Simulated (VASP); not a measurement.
Runs of VASP 6.6.1 on Pd3PbC. The structure is that of space group Pm-3m (No. 221), or close to it. The cells are those of the table. 

```tsv
task	level	cell	cutoff (eV)	gap on the mesh (eV)	pressure (GPa)	relaxed volume (Å³/atom)
single point	PBE+D4	a = 4.244 Å, 5 atoms	520	none	0.0	-
relaxation of cell and atoms	PBE+D4	relaxed from a = 4.299 Å, 5 atoms	600	none	0.0	(a)
single point	RPBE	a = 4.326 Å, 5 atoms	520	none	0.0	-
relaxation of cell and atoms	RPBE	relaxed from a = 4.299 Å, 5 atoms	600	none	0.0	16.19
```

Alike in all rows: potentials or basis VASP PAW PBE potentials, release 64 (Pd, Pb_d, C); no spin polarisation; k mesh 6 × 6 × 6; smearing fermi-dirac 0.1 eV.

Problem. Estimate the missing entries.

Solution. (a) 15.30.

Caveats: spin-orbit coupling is left out, which moves the levels of the heavy elements; pairwise dispersion overbinds metals, which lowers pressure and volume (some runs); the PAW data sets were made with another functional, which shifts forces and pressure a little (some runs).

A k mesh can miss the band edges, and the runs leave out spin-orbit coupling on Pb, Pd.

A gap of «none» marks levels without a gap at the run's occupations.
